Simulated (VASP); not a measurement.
Set up this calculation in VASP 6.6.1, as the native input.

```yaml
Task: single point
Functional: PBE
Potentials_or_basis: VASP PAW PBE potentials, release 64 (Pt, S)
Cutoff: 520 eV
k_mesh: 12 × 12 × 6
Occupations: fermi-dirac, width 0.02 eV
Spin: no spin polarisation
Dipole_correction: no
Further_INCAR_settings: ALGO = Normal; EDIFF = 1e-06; NBANDS = 18
```

The structure of PtS2 lies in POSCAR:

```
PtS2
1.0
    3.7000579945      0.0000000000      0.0000000000
   -1.8500289973      3.0766627160      0.0000000000
    0.0000000000      0.0000000000      5.1228306135
Pt S
1 2
Direct
    0.0000000000      0.0000000000      0.0000000000
    0.3366019811      0.6732039621      0.2326184341
    0.6633980189      0.3267960379      0.7673815659
```

This cell differs from its parent crystal: uniaxial x strain +4.2%.

The input as run:

INCAR

```
SYSTEM = PtS2
PREC = Accurate ; ENCUT = 520
EDIFF = 1E-6 ; ISMEAR = -1
SIGMA = 0.02 ; LREAL = .FALSE.
LASPH = .TRUE. ; NELM = 100
ALGO = Normal ; ISIF = 2
LWAVE = .FALSE. ; LCHARG = .TRUE.
GGA = PE ; LELF = .TRUE.
LVHAR = .TRUE. ; NBANDS = 18
```

KPOINTS

```
regular mesh
0
G
  12 12 6
  0 0 0
```

Potentials or basis: VASP PAW PBE potentials, release 64 (Pt, S).

The run is started by

```console
$ cat potpaw_PBE.64/Pt/POTCAR potpaw_PBE.64/S/POTCAR > POTCAR
$ mpirun -np 1 vasp_std > vasp.out
```

Results of the run:

```
Pressure               : -0.6 GPa
Largest force          : 0.015 eV/Å
Band gap on the k mesh : 0.54 eV, indirect (least direct gap 0.92 eV)
```

Caveat: the cell differs from its parent crystal (uniaxial x strain +4.2%); spin-orbit coupling is left out, which moves the levels of the heavy elements.

Run time: 96 s on 1 thread of Intel(R) Xeon(R) 6975P-C (Granite Rapids) (shared host), peak memory 0.36 GiB.
